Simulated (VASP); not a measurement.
Write the native input for VASP 6.6.1 that does the following.

| Property | Result |
| --- | --- |
| Task | single point |
| Functional | LDA |
| Potentials or basis | VASP PAW LDA potentials, release 64 (C) |
| Cutoff | 520 eV |
| k mesh | 24 × 24 × 6 |
| Occupations | gaussian, width 0.15 eV |
| Spin | no spin polarisation |
| Dipole correction | no |
| Further INCAR settings | ALGO = Normal; EDIFF = 1e-06; NBANDS = 11 |

The structure of C lies in POSCAR:

```
C
1.0
    2.6458291010      0.0000000000      0.0000000000
   -1.3229145505      2.2913552156      0.0000000000
    0.0000000000      0.0000000000      7.3455910599
C
2
Direct
    0.3333333333      0.6666666667      0.0000000000
    0.6666666667      0.3333333333      0.0000000000
```

This cell differs from its parent crystal: ratio of the length along z to the lengths across it x 0.8, volume and fractional coordinates fixed.

One way to write it, as run:

INCAR

```
SYSTEM = C
PREC     = Accurate       ! precision mode
ENCUT    = 520            ! plane-wave cutoff, eV
EDIFF    = 1E-6           ! SCF threshold, eV
ISMEAR   = 0              ! smearing method
SIGMA    = 0.15           ! smearing width, eV
LREAL    = .FALSE.        ! projectors in reciprocal space
LASPH    = .TRUE.         ! aspherical terms in the spheres
NELM     = 60             ! most SCF steps
ALGO     = Normal         ! electronic algorithm
ISIF     = 2              ! what is computed and relaxed
LWAVE    = .FALSE.        ! write WAVECAR
LCHARG   = .TRUE.         ! write CHGCAR
LELF     = .TRUE.         ! ELF
LVHAR    = .TRUE.       
NBANDS   = 11             ! bands
```

KPOINTS

```
Automatic mesh
0
G
  24 24 6
  0 0 0
```

Potentials or basis: VASP PAW LDA potentials, release 64 (C).

Run with:

```console
$ cat potpaw_LDA.64/C/POTCAR > POTCAR
$ mpirun -np 1 vasp_std > vasp.out
```

Results of the run:

The pressure is -21.8 GPa. The band gap on the k mesh is zero (filled and empty bands touch).

Wall time 60 s on 1 thread of Intel(R) Xeon(R) Platinum 8488C (Sapphire Rapids) (shared host), peak memory 0.2 GiB.
